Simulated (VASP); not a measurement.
# GaN (P6_3mc) in VASP: further runs

Runs on GaN. Level: LDA. Tasks: single point.

All numbers are computed with VASP 6.6.1; they aren't measurements. Logs are shortened: lines on timing, memory, paths and dates and some standing lists are left out, and cuts for length are marked.

### Step 1. The cell of the first run

The structure is hexagonal, space group P6_3mc (No. 186). Conventional cell: a = 3.152 Å, b = 3.152 Å, c = 5.138 Å, α = 90.00°, β = 90.00°, γ = 120.00°. Ga (site symmetry 3m) has 4 N at 1.93 Å within 2.6 Å. N (site symmetry 3m) has 4 Ga at 1.93 Å within 2.6 Å.

### Step 2. Single point, LDA

The input, INCAR:

```
ALGO = Normal
EDIFF = 1E-6
ENCUT = 910
GGA = CA
GGA_COMPAT = False
ISIF = 2
ISMEAR = 0
LASPH = True
LCHARG = True
LELF = True
LREAL = False
LVHAR = True
LWAVE = False
NBANDS = 26
NELM = 120
PREC = Accurate
SIGMA = 0.02
```

The input, KPOINTS:

```
k-points
0
Gamma
  12 12 6
```

The input, POSCAR:

```
GaN
1.0
    3.1518084855      0.0000000000      0.0000000000
   -1.5759042428      2.7295462163      0.0000000000
    0.0000000000      0.0000000000      5.1384146361
Ga N
2 2
Direct
    0.3333333333      0.6666666667     -0.0007033890
    0.6666666667      0.3333333333      0.4992966110
    0.3333333333      0.6666666667      0.3757033890
    0.6666666667      0.3333333333      0.8757033890
```

Potentials or basis: VASP PAW LDA potentials, release 64 (Ga_d, N_h).

Started as:

```
$ cat potpaw_LDA.64/Ga_d/POTCAR potpaw_LDA.64/N_h/POTCAR > POTCAR
$ mpirun -np 1 vasp_std > vasp.out
```

OUTCAR:

```text
EDIFF = 1E-6
   ENCUT = 910
   GGA = CA
   ISIF = 2
   ISMEAR = 0
   LASPH = True
   LREAL = False
   NELM = 120
   PREC = Accurate

 ion  position               nearest neighbor table
   1  0.333  0.667  0.999-   4 1.93   4 1.93   4 1.93   3 1.93
   2  0.667  0.333  0.499-   3 1.93   3 1.93   3 1.93   4 1.93
   3  0.333  0.667  0.376-   2 1.93   2 1.93   2 1.93   1 1.93
   4  0.667  0.333  0.876-   1 1.93   1 1.93   1 1.93   2 1.93

  LATTYP: Found a hexagonal cell.
 ALAT       =     3.1518084855
 C/A-ratio  =     1.6303067460

  Lattice vectors:

 A1 = (   3.1518084855,   0.0000000000,   0.0000000000)
 A2 = (  -1.5759042428,   2.7295462163,   0.0000000000)
 A3 = (   0.0000000000,   0.0000000000,   5.1384146361)

Analysis of symmetry for initial positions (statically):
=====================================================================
 Subroutine PRICEL returns:
 Original cell was already a primitive cell.

 Routine SETGRP: Setting up the symmetry group for a
 hexagonal supercell.

 Subroutine GETGRP returns: Found 12 space group operations
 (whereof  6 operations were pure point group operations)
 out of a pool of 24 trial point group operations.

The static configuration has the point symmetry C_3v.
 The point group associated with its full space group is C_6v.

Analysis of symmetry for dynamics (positions and initial velocities):
=====================================================================
 Subroutine PRICEL returns:
 Original cell was already a primitive cell.

 Routine SETGRP: Setting up the symmetry group for a
 hexagonal supercell.

 Subroutine GETGRP returns: Found 12 space group operations
 (whereof  6 operations were pure point group operations)
 out of a pool of 24 trial point group operations.

The dynamic configuration has the point symmetry C_3v.
 The point group associated with its full space group is C_6v.

 Subroutine INISYM returns: Found 12 space group operations
 (whereof  6 operations are pure point group operations),
 and found     1 'primitive' translations

----------------------------------------------------------------------------------------

                                     Primitive cell

  volume of cell :      44.2058

  direct lattice vectors                    reciprocal lattice vectors
     3.151808486  0.000000000  0.000000000     0.317278161  0.183180632  0.000000000
    -1.575904243  2.729546216  0.000000000     0.000000000  0.366361263  0.000000000
     0.000000000  0.000000000  5.138414636     0.000000000  0.000000000  0.194612555

  length of vectors
     3.151808486  3.151808486  5.138414636     0.366361263  0.366361263  0.194612555

  position of ions in fractional coordinates (direct lattice)
     0.333333333  0.666666667  0.999296611
     0.666666667  0.333333333  0.499296611
     0.333333333  0.666666667  0.375703389
     0.666666667  0.333333333  0.875703389

  ion indices of the primitive-cell ions
   primitive index   ion index
                 1           1
                 2           2
                 3           3
                 4           4

----------------------------------------------------------------------------------------

 KPOINTS: k-points

Automatic generation of k-mesh.
 Grid dimensions read from file:
 generate k-points for:   12   12    6

 Generating k-lattice:

  Cartesian coordinates                     Fractional coordinates (reciprocal lattice)
     0.026439847  0.015265053  0.000000000     0.083333333  0.000000000  0.000000000
     0.000000000  0.030530105  0.000000000     0.000000000  0.083333333  0.000000000
     0.000000000  0.000000000  0.032435426     0.000000000  0.000000000  0.166666667

  Length of vectors
     0.030530105  0.030530105  0.032435426

  Shift w.r.t. Gamma in fractional coordinates (k-lattice)
     0.000000000  0.000000000  0.000000000

 Subroutine IBZKPT returns following result:
 ===========================================

 Found     76 irreducible k-points:

 Following reciprocal coordinates:
            Coordinates               Weight
  0.000000  0.000000  0.000000      1.000000
  0.083333 -0.000000  0.000000      6.000000
  0.166667  0.000000  0.000000      6.000000
  0.250000  0.000000  0.000000      6.000000
  0.333333  0.000000  0.000000      6.000000
  0.416667 -0.000000  0.000000      6.000000
[... 16 lines left out ...]
  0.250000  0.000000  0.166667     12.000000
  0.333333  0.000000  0.166667     12.000000
 [... further k-points ...]
   k-points           NKPTS =     76   k-points in BZ     NKDIM =     76   number of bands    NBANDS=     26
   number of dos      NEDOS =    301   number of ions     NIONS =      4
   total plane-waves  NPLWV =  55296
   dimension x,y,z NGX =    32 NGY =   32 NGZ =   54
   dimension x,y,z NGXF=    64 NGYF=   64 NGZF=  108
   ions per type =               2   2
   NGX,Y,Z   is equivalent  to a cutoff of  16.88, 16.88, 17.47 a.u.
   NGXF,Y,Z  is equivalent  to a cutoff of  33.76, 33.76, 34.94 a.u.
 SYSTEM =  unknown system
   PREC   = accura    normal or accurate (medium, high low for compatibility)
   ISTART =      0    job   : 0-new  1-cont  2-samecut
   ICHARG =      2    charge: 1-file 2-atom 10-const
   ISPIN  =      1    spin polarized calculation?
   LNONCOLLINEAR =      F non collinear calculations
   LSORBIT =      F    spin-orbit coupling
   LASPH  =      T    aspherical Exc in radial PAW
   ENCUT  =  910.0 eV  66.88 Ry    8.18 a.u.   7.75  7.75 12.64*2*pi/ulx,y,z
   NELM   =    120;   NELMIN=  2; NELMDL= -5     # of ELM steps
   EDIFF  = 0.1E-05   stopping-criterion for ELM
   LREAL  =      F    real-space projection
   EDIFFG = 0.1E-04   stopping-criterion for IOM
   NSW    =      0    number of steps for IOM
   IBRION =     -1    ionic relax: 0-MD 1-quasi-New 2-CG
   NFREE  =      0    steps in history (QN), initial steepest desc. (CG)
   ISIF   =      2    stress and relaxation
   ISYM   =      2    0-nonsym 1-usesym 2-fastsym
   POTIM  = 0.5000    time-step for ionic-motion
   TEBEG  =    0.0;   TEEND  =   0.0 temperature during run
   PSTRESS=    0.0 pullay stress
   NELECT =      36.0000    total number of electrons
   NUPDOWN=      -1.0000    fix difference up-down
   EMIN   =  10.00;   EMAX   =-10.00  energy-range for DOS
   EFERMI =   0.00;   METHOD = LEGACY
   ISMEAR =     0;   SIGMA  =   0.02  broadening in eV -4-tet -1-fermi 0-gaus
   EFERMI_NEDOS =   21; number of points for ismear=-14 and -15
   IALGO  =     38    algorithm
   IMIX   =      4    mixing-type and parameters
     AMIX     =   0.40;   BMIX     =  1.00
     AMIX_MAG =   1.60;   BMIX_MAG =  1.00
  volume/ion in A,a.u.               =      11.05        74.58
  Fermi-wavevector in a.u.,A,eV,Ry     =   1.528795  2.889003 31.799720  2.337213
  Thomas-Fermi vector in A             =   2.636504
   LORBIT       =      0    0 simple, 1 ext, 2 COOP (PROOUT), +10 PAW based schemes
   GGA     = CA    functional components
   LHFCALC =     F    Hartree Fock is set to
   AEXX    =    0.0000 exact exchange contribution
   IVDW    =     0    specifies the selected vdW correction
   LEPSILON=     F    determine dielectric tensor
   LRPA    =     F    only Hartree local field effects (RPA)
 non-spin polarized calculation
 Gauss-broadening in eV      SIGMA  =   0.02
  energy-cutoff  :      910.00
  volume of cell :       44.21
 maximum number of plane-waves:      2790
 NGX is ok and might be reduce to    32
   NGX = 15   NGY = 15   NGZ = 25

 number of electron      35.9999996 magnetization

 Free energy of the ion-electron system (eV)
  ---------------------------------------------------
  ext. energy  EPLUGINS =         0.00000000
  ---------------------------------------------------
  free energy    TOTEN  =       -27.91482854 eV

  energy without entropy =      -27.91482854  energy(sigma->0) =      -27.91482854

 E-fermi :   5.8410     XC(G=0): -12.3139

 val. band max:        5.7595745988   @ k =   0.0000   0.0000   0.0000
 cond. band min:       7.9065797510   @ k =   0.0000   0.0000   0.0000
 fundamental gap:      2.1470051522
 Fermi energy:         5.8409752555

 k-point     1 :       0.0000    0.0000    0.0000
  band No.  band energies     occupation
      1     -10.3822      2.00000
      2      -9.4012      2.00000
      3      -7.8280      2.00000
      4      -7.8106      2.00000
      5      -7.8106      2.00000
      6      -7.7435      2.00000
[... 18 lines left out ...]
     25      17.5403      0.00000
     26      17.5403      0.00000

 k-point     2 :       0.0833   -0.0000    0.0000
  band No.  band energies     occupation
      1     -10.3080      2.00000
      2      -9.3824      2.00000
      3      -7.8212      2.00000
      4      -7.7995      2.00000
      5      -7.7885      2.00000
      6      -7.7354      2.00000
[... 18 lines left out ...]
     25      17.1826      0.00000
     26      17.7006      0.00000

 k-point     3 :       0.1667    0.0000    0.0000
  band No.  band energies     occupation
      1     -10.1056      2.00000
      2      -9.3363      2.00000
      3      -7.7948      2.00000
      4      -7.7724      2.00000
      5      -7.7300      2.00000
      6      -7.6954      2.00000
[... 18 lines left out ...]
     25      17.1883      0.00000
     26      18.0699      0.00000

 k-point     4 :       0.2500    0.0000    0.0000
  band No.  band energies     occupation
      1      -9.8384      2.00000
      2      -9.2865      2.00000
      3      -7.7675      2.00000
      4      -7.7456      2.00000
      5      -7.6790      2.00000
      6      -7.6307      2.00000
[... 18 lines left out ...]
     25      17.2188      0.00000
     26      18.5658      0.00000
[... 496 lines left out ...]
      1     -10.0297      2.00000
      2      -9.3569      2.00000
      3      -7.7910      2.00000
      4      -7.7687      2.00000
      5      -7.7310      2.00000
      6      -7.6947      2.00000
[... 18 lines left out ...]
     25      16.7916      0.00000
     26      17.8526      0.00000

 k-point    23 :       0.2500    0.0000    0.1667
  band No.  band energies     occupation
      1      -9.7776      2.00000
      2      -9.2980      2.00000
      3      -7.7684      2.00000
      4      -7.7386      2.00000
      5      -7.6937      2.00000
      6      -7.6389      2.00000
[... 18 lines left out ...]
     25      16.9011      0.00000
     26      18.3883      0.00000

 k-point    24 :       0.3333    0.0000    0.1667
  band No.  band energies     occupation
      1      -9.5569      2.00000
      2      -9.2551      2.00000
      3      -7.7604      2.00000
      4      -7.7212      2.00000
      5      -7.6638      2.00000
      6      -7.5852      2.00000
[... 18 lines left out ...]
     25      17.1248      0.00000
     26      19.0071      0.00000

 [... further k-points ...]

------------------------ aborting loop because EDIFF is reached ----------------------------------------

  FORCE on cell =-STRESS in cart. coord.  units (eV):
  Direction    XX          YY          ZZ          XY          YZ          ZX
  --------------------------------------------------------------------------------------
  -------------------------------------------------------------------------------------
  Total        0.2971066      0.2971066      0.2961710     -0.0000000      0.0000000      0.0000000
  in kB       10.7682081     10.7682081     10.7343004     -0.0000000      0.0000000      0.0000000
  external PRESSURE =      10.7569055 kB  Pullay stress =       0.0000000 kB

 VOLUME and BASIS-vectors are now :
 -----------------------------------------------------------------------------
  energy-cutoff  :      910.00
  volume of cell :       44.21
      direct lattice vectors                 reciprocal lattice vectors
     3.151808486  0.000000000  0.000000000     0.317278161  0.183180632  0.000000000
    -1.575904243  2.729546216  0.000000000     0.000000000  0.366361263  0.000000000
     0.000000000  0.000000000  5.138414636     0.000000000  0.000000000  0.194612555

 POSITION                                       TOTAL-FORCE (eV/Angst)
 -----------------------------------------------------------------------------------
     -0.00000      1.81970      5.13480         0.000000      0.000000      0.001137
      1.57590      0.90985      2.56559        -0.000000      0.000000      0.001137
     -0.00000      1.81970      1.93052         0.000000      0.000000     -0.001137
      1.57590      0.90985      4.49973        -0.000000     -0.000000     -0.001137
 -----------------------------------------------------------------------------------
    total drift:                               -0.000000     -0.000000      0.000043

  FREE ENERGIE OF THE ION-ELECTRON SYSTEM (eV)
  ---------------------------------------------------
  free  energy   TOTEN  =       -27.9148285413 eV

  energy  without entropy=      -27.9148285413  energy(sigma->0) =      -27.91482854
```

It took 2.8 min on 1 thread of Intel Xeon Platinum 8488C (Sapphire Rapids), shared host; peak memory 0.3 GiB.

Results:

```
Free energy            : -27.9148 eV
Pressure               : 1.1 GPa
Band gap on the k mesh : 2.15 eV
```

Caveat: the cutoff is under 1.25 times the usual one of these potentials, so pressure, stress and relaxed cells hold a basis-set (Pulay) error.

### Step 3. Single point, LDA

This run uses another cell than the first one, of 10.70 Å³/atom.

The input, INCAR:

```
PREC = Accurate
ENCUT = 910
EDIFF = 1E-6
ISMEAR = 0
SIGMA = 0.01
LREAL = False
LASPH = True
NELM = 120
ALGO = Normal
ISIF = 2
LWAVE = False
LCHARG = False
NBANDS = 26
GGA_COMPAT = False
```

The input, KPOINTS:

```
regular mesh
0
Gamma
  12 12 6
```

The input, POSCAR:

```
GaN
1.0
    3.1179462097      0.0000000000      0.0000000000
   -1.5589731049      2.7002206252      0.0000000000
    0.0000000000      0.0000000000      5.0841480023
Ga N
2 2
Direct
    0.3333333333      0.6666666667     -0.0006320147
    0.6666666667      0.3333333333      0.4993679853
    0.3333333333      0.6666666667      0.3756320147
    0.6666666667      0.3333333333      0.8756320147
```

Potentials or basis: VASP PAW LDA potentials, release 64 (Ga_d, N_h).

Started as:

```
$ cat potpaw_LDA.64/Ga_d/POTCAR potpaw_LDA.64/N_h/POTCAR > POTCAR
$ mpirun -np 1 vasp_std > vasp.out
```

Run time: 1.7 min. Hardware: 1 thread of Intel Xeon Platinum 8375C at 2.90GHz (Ice Lake), shared host; peak memory 0.29 GiB.

The run converged. Its results:

```
Free energy            : -27.8742 eV
Pressure               : 8.1 GPa
Band gap on the k mesh : 2.36 eV
```

Levels at points of the mesh, in eV from the valence-band top:
```tsv
k point	band 15	band 16	band 17	band 18	band 19	band 20	band 21	band 22
(0.00, 0.00, 0.00)	-1.13	-0.06	0.00	0.00	2.36	4.60	9.40	10.09
(0.50, 0.00, 0.00)	-4.56	-3.00	-2.45	-1.09	5.09	5.81	6.12	8.99
(0.00, 0.00, 0.50)	-0.58	-0.58	-0.58	-0.58	4.62	4.62	8.64	8.64
(0.50, 0.00, 0.50)	-2.13	-2.13	-2.06	-2.06	4.48	4.48	8.01	8.01
```

Caveat: the cutoff is under 1.25 times the usual one of these potentials, so pressure, stress and relaxed cells hold a basis-set (Pulay) error; the cell stands under pressure.
